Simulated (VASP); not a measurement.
Wanted: the native input for a VASP 6.6.1 run.

- Task: single point
- Functional: r2SCAN
- Potentials or basis: VASP PAW PBE potentials, release 64 (N)
- Cutoff: 520 eV
- k mesh: 7 × 7 × 6
- Occupations: fermi-dirac, width 0.05 eV
- Spin: no spin polarisation
- Dipole correction: no
- Further INCAR settings: ALGO = Normal; EDIFF = 1e-06; NBANDS = 12

The system is N.

```xyz
2
Lattice="2.5195 0.0000 0.0000 -1.2597 2.1819 0.0000 0.0000 0.0000 2.4460" Properties=species:S:1:pos:R:3 pbc="T T T"
N     0.0000    1.4546    1.8345
N     1.2597    0.7273    0.6115
```

The input as run:

POSCAR

```
N
1.0
    2.5194737886      0.0000000000      0.0000000000
   -1.2597368943      2.1819283051      0.0000000000
    0.0000000000      0.0000000000      2.4460020000
N
2
Direct
    0.3333333333      0.6666666667      0.7500000000
    0.6666666667      0.3333333333      0.2500000000
```

INCAR.step1

```
PREC = Accurate
ENCUT = 520
ISMEAR = -1
SIGMA = 0.05
LREAL = F
LASPH = T
NELM = 100
NBANDS = 12
GGA = PE
ALGO = Normal
EDIFF = 1E-4
LWAVE = T
LCHARG = F
```

INCAR.step2

```
PREC = Accurate
ENCUT = 520
EDIFF = 1E-6
ISMEAR = -1
SIGMA = 0.05
LREAL = F
LASPH = T
NELM = 100
ALGO = Normal
ISIF = 2
LWAVE = F
LCHARG = F
METAGGA = R2SCAN
LMIXTAU = T
NBANDS = 12
ISTART = 1
```

KPOINTS

```
Automatic mesh
0
Gamma
  7 7 6
```

Potentials or basis: VASP PAW PBE potentials, release 64 (N).

The run is started by

```bash
$ cat potpaw_PBE.64/N/POTCAR > POTCAR
$ cp INCAR.step1 INCAR
$ mpirun -np 1 vasp_std > vasp.out
$ cp INCAR.step2 INCAR
$ mpirun -np 1 vasp_std > vasp.out
```

It gave:

| Quantity | Value |
| --- | --- |
| Pressure | 7.9 GPa |
| Band gap on the k mesh | zero (band 5 reaches 7.76 eV, above the bottom of band 6 at 3.33 eV) |

Caveat: the k points lie up to 0.43 Å⁻¹ apart; the PAW data sets were made with another functional, which shifts forces and pressure a little.

It took 17 s on 1 thread of Intel(R) Xeon(R) Platinum 8259CL CPU @ 2.50GHz (Skylake/Cascade Lake), with other jobs on the host, peak memory 0.11 GiB.
